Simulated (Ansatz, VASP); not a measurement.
# Two plane-wave programs on Ti2W

```xyz
6
Lattice="2.8545 0.0000 0.0000 -1.4273 2.4721 0.0000 0.0000 0.0000 14.2977" Properties=species:S:1:pos:R:3 pbc="T T T"
Ti    0.0000    1.6481    7.1489
Ti    1.4273    0.8240    0.0000
Ti    1.4273    0.8240    4.7572
Ti    1.4273    0.8240    9.5405
W     0.0000    1.6481   11.9226
W     0.0000    1.6481    2.3751
```

Alike in both runs: task relaxation of cell and atoms; functional PBE; k mesh 18 × 18 × 4; occupations gaussian, width 0.1 eV; no spin polarisation.

|  | VASP | Ansatz |
| --- | --- | --- |
| version | VASP 6.6.1 | Ansatz 0.2.0 |
| potentials or method | VASP PAW PBE potentials, release 64 (Ti_sv, W_sv), cutoff 500 eV | scalar-relativistic, plane waves, PAW |
| valence electrons in the cell | 76 | 76 |

```csv
,VASP,Ansatz,Ansatz less VASP
"gap on the k mesh at the Fermi level, each at its own relaxed structure (eV)",none,none,-
relaxed volume (Å³/atom),16.76,16.78,+0.019
relaxed length of the cell vector where the two differ most in proportion (Å),14.418,14.430,+0.0118
```

A gap of «none» marks a metal or a gap that the smearing closes.

Neither program's run includes spin-orbit coupling.
